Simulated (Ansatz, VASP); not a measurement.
## AlN in VASP and in Ansatz

```
CELL_PARAMETERS angstrom
0.00000 2.20159 2.20159
2.20159 0.00000 2.20159
2.20159 2.20159 0.00000
ATOMIC_POSITIONS crystal
Al 0.00000 0.00000 0.00000
N 0.75000 0.75000 0.75000
```

Alike in both runs: functional PBE; k mesh 10 × 10 × 10; occupations gaussian, width 0.02 eV; no spin polarisation.

Ansatz relaxed the structure, and its values are those at the end. VASP's run is a single point on that final structure, the one shown.

|  | VASP | Ansatz |
| --- | --- | --- |
| version | VASP 6.6.1 | Ansatz 0.2.0 |
| potentials or method | VASP PAW PBE potentials, release 64 (Al, N), cutoff 600 eV | scalar-relativistic, plane waves, PAW |
| valence electrons in the cell | 8 | 8 |

Ansatz gave:

| Quantity | Value |
| --- | --- |
| gap on the k mesh at the Fermi level (eV) | 3.31 |
| least direct gap on the mesh (eV) | 3.98 |
| pressure (GPa) | 0.0 |

Q: Which values does VASP return?

A: gap on the k mesh at the Fermi level (eV): 3.31; least direct gap on the mesh (eV): 3.98; pressure (GPa): -0.4.
